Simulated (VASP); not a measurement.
# TiB2: relaxation of cell and atoms with PBE

The system is TiB2.

```
Ti B
1.0
     3.02000    0.00000    0.00000
    -1.51000    2.61540    0.00000
     0.00000    0.00000    3.20000
Ti B
1 2
Direct
  0.00000 0.00000 0.00000
  0.33333 0.66667 0.50000
  0.66667 0.33333 0.50000
```

| Quantity | Value |
| --- | --- |
| Program | VASP 6.6.1 |
| Task | relaxation of cell and atoms |
| Functional | PBE |
| Potentials or basis | VASP PAW PBE potentials, release 64 (Ti_sv, B) |
| Cutoff | 500 eV |
| k mesh | 18 × 18 × 14 |
| Occupations | gaussian, width 0.1 eV |
| Spin | no spin polarisation |
| Dipole correction | no |
| Further INCAR settings | ALGO = Normal; EDIFF = 1e-07; IBRION = 2; EDIFFG = -0.002; NSW = 100; ISIF = 3 |

The relaxed volume is 8.56 Å³/atom and the relaxed cell is a = 3.032 Å, b = 3.032 Å, c = 3.225 Å, α = 90.00°, β = 90.00°, γ = 120.00°. The space group after relaxing (to 0.1 Å) is P6/mmm (No. 191). The energy gained by relaxing is 1.8 meV/atom, the ionic steps are 5 and the pressure after relaxing is 0.0 GPa. The band gap on the k mesh is zero (bands 9 and 10 overlap by 0.60 eV).

Step by step:
```
step  energy change (eV)  largest force (eV/Å)  pressure (GPa)  volume (Å³)
   1              0.0000                0.0000            4.13        25.28
   2             -0.0004                0.0000           -3.81        26.08
   3             -0.0052                0.0000           -0.04        25.68
   4             -0.0053                0.0000            0.00        25.69
   5             -0.0053                0.0000            0.01        25.69
```

Final structure:
```
Ti B
1.0
     3.03241    0.00000    0.00000
    -1.51621    2.62615    0.00000
     0.00000    0.00000    3.22545
Ti B
1 2
Direct
  0.00000 0.00000 0.00000
  0.33333 0.66667 0.50000
  0.66667 0.33333 0.50000
```

Levels at points of the mesh, in eV from the Fermi level:
```
           k point  band 7  band 8  band 9  band 10  band 11  band 12
(0.00, 0.00, 0.00)   -2.66   -2.35   -2.15     1.84     1.84     3.61
(0.50, 0.00, 0.00)   -3.32   -3.25   -2.31     1.29     2.69     3.16
(0.00, 0.00, 0.50)   -0.61   -0.61   -0.24    -0.24     0.39     0.39
(0.50, 0.00, 0.50)   -4.69   -3.86   -3.19     2.44     2.87     4.42
```

Run time: 6.5 min on 1 thread of Intel Xeon 8259CL (shared host), peak memory 0.23 GiB.
